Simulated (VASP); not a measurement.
Here is a VASP 6.6.1 calculation.

Contents of INCAR:

```
SYSTEM = Sb3S2
ALGO = Normal
EDIFF = 1E-7
ENCUT = 520
GGA = PE
ISIF = 2
ISMEAR = 0
LASPH = .TRUE.
LCHARG = .FALSE.
LREAL = .FALSE.
LWAVE = .FALSE.
NBANDS = 22
NELM = 100
PREC = Accurate
SIGMA = 0.1
```

Contents of KPOINTS:

```
k-points
0
G
  3 3 3
  0 0 0
```

The input POSCAR:

```
Sb3S2
1.0
    3.1329424100      1.8088051400      4.9063856000
   -3.1329424100      1.8088051400      4.9063856000
    0.0000000000     -3.6176102900      4.9063856000
Sb S
3 2
Direct
    0.2915393900      0.7191566200      0.2915393900
    0.2915393900      0.2915393900      0.7191566200
    0.7191566200      0.2915393900      0.2915393900
    0.2992105700      0.2992105700      0.2992105700
    0.9664030900      0.9664030900      0.9664030900
```

Potentials or basis: VASP PAW PBE potentials, release 64 (Sb, S).

The run is started by

```sh
$ cat potpaw_PBE.64/Sb/POTCAR potpaw_PBE.64/S/POTCAR > POTCAR
$ mpirun -np 1 vasp_std > vasp.out
```

What does it give for the pressure?

6.6 GPa.

What does it give for the largest force?

4.168 eV/Å.

Forces in eV/Å, atoms in the order of the input:
```
Sb  -3.601  2.079  0.283
Sb   0.000 -4.158  0.283
Sb   3.601  2.079  0.283
S    0.000  0.000 -1.172
S    0.000  0.000  0.322
```

Caveat: the k points lie up to 0.41 Å⁻¹ apart; forces of over 1 eV/Å act on the atoms, so gaps and moduli don't describe the material at rest.
